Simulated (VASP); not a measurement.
A run of VASP 6.6.1 is set up as follows.

INCAR

```
PREC = Accurate
ENCUT = 520
EDIFF = 1E-7
ISMEAR = 1
SIGMA = 0.15
LREAL = F
LASPH = T
NELM = 100
ALGO = Normal
ISIF = 2
LWAVE = F
LCHARG = F
GGA = CA
NBANDS = 14
```

KPOINTS

```
regular mesh
0
Gamma
  12 12 12
```

Contents of POSCAR:

```
ZrH
1.0
   -1.5988465521      1.5988465521      2.4357504838
    1.5988465521     -1.5988465521      2.4357504838
    1.5988465521      1.5988465521     -2.4357504838
Zr H
1 1
Direct
    0.0000000000      0.0000000000      0.0000000000
    0.7500000000      0.2500000000      0.5000000000
```

Potentials or basis: VASP PAW LDA potentials, release 64 (Zr_sv, H).

Run with:

```bash
$ cat potpaw_LDA.64/Zr_sv/POTCAR potpaw_LDA.64/H/POTCAR > POTCAR
$ mpirun -np 1 vasp_std > vasp.out
```

Q: What does it give for the pressure?

A: 3.4 GPa.

Stress tensor (GPa, compression positive):
```
3.04 0.00 0.00
0.00 3.04 0.00
0.00 0.00 4.04
```
